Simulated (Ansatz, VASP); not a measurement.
InGaO: VASP beside Ansatz

The input INCAR:

```
PREC = Accurate ; ENCUT = 600
EDIFF = 1E-6 ; ISMEAR = 0
SIGMA = 0.1 ; LREAL = False
LASPH = True ; NELM = 60
ALGO = Normal ; ISIF = 3
LWAVE = False ; LCHARG = False
GGA = PE ; IBRION = 2
NSW = 100 ; EDIFFG = -0.01
```

The input KPOINTS:

```
regular mesh
0
Gamma
  18 18 8
```

Contents of POSCAR:

```
InGaO
1.0
    3.4268251208      0.0000000000      0.0000000000
   -1.7134125604      2.9677176089      0.0000000000
    0.0000000000      0.0000000000      5.7339940377
In Ga O
1 1 1
Direct
    0.0000000000      0.0000000000      0.0000000000
    0.6666666667      0.3333333333      0.5000000000
    0.3333333333      0.6666666667      0.5000000000
```

Input for Ansatz:

```yaml
crystal:
  lattice:
    - [3.4268251208, 0.0, 0.0]
    - [-1.7134125604, 2.9677176089, 0.0]
    - [0.0, 0.0, 5.7339940377]
  atoms:
    - { symbol: In, position: [0.0, 0.0, 0.0] }
    - { symbol: Ga, position: [0.6666666667, 0.3333333333, 0.5] }
    - { symbol: O, position: [0.3333333333, 0.6666666667, 0.5] }
basis:
  ecutwfc: 420
kpoints:
  mp_grid: { grid: [18, 18, 8] }
hamiltonian:
  xc: pbe
scf:
  occupations: { method: gaussian, width: 0.1 }
output:
  forces: true
  stress: true
  eigenvalues: true
  write_density: true
  write_potential: true
  elf: true
  volumetric_format: npy
relax:
  adjacent_minimum: "off"
  f_tol: 0.01
  max_steps: 80
  cell: { stress_tol: 0.05 }
```

Change from the starting cell: species swapped into the SrSiNi type (P-6m2, No. 187).

Alike in both runs: task relaxation of cell and atoms; functional PBE; k mesh 18 × 18 × 8; occupations gaussian, width 0.1 eV; no spin polarisation.

```csv
,VASP,Ansatz
version,VASP 6.6.1,Ansatz 0.2.0
potentials or method,"VASP PAW PBE potentials, release 64 (In_d, Ga_d, O), cutoff 600 eV","scalar-relativistic, plane waves, PAW"
valence electrons in the cell,32,32
```

```tsv
	VASP	Ansatz	Ansatz less VASP
gap on the k mesh at the Fermi level, each at its own relaxed structure (eV)	none	none	-
relaxed volume (Å³/atom)	19.75	19.77	+0.015
relaxed cell length with the largest relative difference (Å)	5.866	5.908	+0.0430
```

A gap of «none» marks a metal or a gap that the smearing closes.
